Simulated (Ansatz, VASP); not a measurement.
## GaSb: VASP beside Ansatz

```
CELL_PARAMETERS angstrom
0.00000 3.15786 2.98850
3.15786 0.00000 2.98850
3.15786 3.15786 0.00000
ATOMIC_POSITIONS crystal
Ga 0.00000 0.00000 0.00000
Sb 0.25000 0.25000 0.25000
```

Change from the starting cell: epitaxial_xy strain +3.0%.

Alike in both runs: task single point; functional r2SCAN; k mesh 8 × 8 × 8; occupations fermi-dirac, width 0.02 eV; no spin polarisation.

|  | VASP | Ansatz |
| --- | --- | --- |
| version | VASP 6.6.1 | Ansatz 0.2.0 |
| potentials or method | VASP PAW PBE potentials, release 64 (Ga_d, Sb) | plane waves, PAW |
| plane-wave cutoff (eV) | 520 | 500 |
| valence electrons in the cell | 18 | 28 |

```csv
,VASP,Ansatz,Ansatz less VASP
pressure (GPa),-1.5,-1.6,-0.08
"traceless stress, the component that is largest in VASP (GPa)",1.58,1.59,+0.014
```

VASP's potentials were made for PBE, not for r2SCAN. With one functional, cell and mesh, what is left measures potentials, basis and numerics. VASP's potentials hold 18 valence electrons a cell and Ansatz's 28, so a difference there can come from the potentials and not from the codes.

Neither program's run includes spin-orbit coupling.
